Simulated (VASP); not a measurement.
A run of VASP 6.6.1:

INCAR

```
SYSTEM = LiCa
PREC = Accurate ; ENCUT = 520
EDIFF = 1E-6 ; ISMEAR = 0
SIGMA = 0.1 ; LREAL = .False.
LASPH = .True. ; NELM = 100
ALGO = Normal ; ISIF = 2
LWAVE = .False. ; LCHARG = .False.
GGA = PE ; NBANDS = 14
```

KPOINTS

```
regular mesh
0
Gamma
  18 18 10
  0 0 0
```

The input POSCAR:

```
LiCa
1.0
    3.7926898905      0.0000000000      0.0000000000
   -1.8963449453      3.2845657939      0.0000000000
    0.0000000000      0.0000000000      5.3851771331
Li Ca
1 1
Direct
    0.0000000000      0.0000000000      0.0000000000
    0.3333333333      0.6666666667      0.5000000000
```

Potentials or basis: VASP PAW PBE potentials, release 64 (Li_sv, Ca_sv).

The run is started by

```sh
$ cat potpaw_PBE.64/Li_sv/POTCAR potpaw_PBE.64/Ca_sv/POTCAR > POTCAR
$ mpirun -np 1 vasp_std > vasp.out
```

Hardware: 1 thread of Intel(R) Xeon(R) Platinum 8488C (Sapphire Rapids), with other jobs on the host.

Task: Estimate the wall time of this run.

Result: It took 77 s on 1 thread of Intel(R) Xeon(R) Platinum 8488C (Sapphire Rapids), on a shared host, peak memory 0.33 GiB. Counts: scf iterations 11, k points 222.
